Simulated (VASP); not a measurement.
Co: single point with RPBE+D4

Crystal: Co.

```
CELL_PARAMETERS angstrom
2.42154 0.00000 0.00000
-1.21077 2.09711 0.00000
0.00000 0.00000 3.93906
ATOMIC_POSITIONS crystal
Co 0.66667 0.33333 0.75000
Co 0.33333 0.66667 0.25000
```

```yaml
Program: VASP 6.6.1
Task: single point
Functional: RPBE
Dispersion: D4
Potentials_or_basis: VASP PAW PBE potentials, release 64 (Co)
Cutoff: 520 eV
k_mesh: 12 × 12 × 7
Occupations: fermi-dirac, width 0.05 eV
Spin: collinear spin, ferromagnetic start
Starting_moments: "[2.0, 2.0] μB"
Dipole_correction: no
Further_INCAR_settings: ALGO = Normal; EDIFF = 1e-06; NBANDS = 20
```

```json
{
  "Pressure": "12.2 GPa",
  "Net moment": "3.07 μB per cell",
  "Site moments": "Co +1.54 μB",
  "Valence electrons inside the program's atomic spheres": "Co 8.45",
  "Dispersion energy per atom": "-0.906 eV"
}
```

Stress tensor (GPa, compression positive):
```
13.15  0.00  0.00
 0.00 13.15  0.00
 0.00  0.00 10.29
```

Levels at points of the mesh, in eV from the Fermi level:
Spin up:
```csv
k point,band 7,band 8,band 9,band 10,band 11,band 12,band 13,band 14
"(0.00, 0.00, 0.00)",-2.36,-1.95,-1.95,-0.73,-0.73,-0.17,7.04,22.74
"(0.50, 0.00, 0.00)",-2.27,-0.56,-0.48,-0.39,1.56,3.79,10.34,11.13
```
Spin down:
```csv
k point,band 4,band 5,band 6,band 7,band 8,band 9,band 10,band 11
"(0.00, 0.00, 0.00)",-1.13,-1.13,-0.72,-0.72,-0.27,-0.21,-0.21,1.12
"(0.50, 0.00, 0.00)",-2.01,-1.27,-1.22,-0.75,1.29,1.41,1.47,2.77
```

Wall time 71 s on 1 thread of Intel Xeon 8259CL, on a shared host, peak memory 0.17 GiB.

Caveat: the cell stands under pressure; the PAW data sets were made with another functional, which shifts forces and pressure a little.
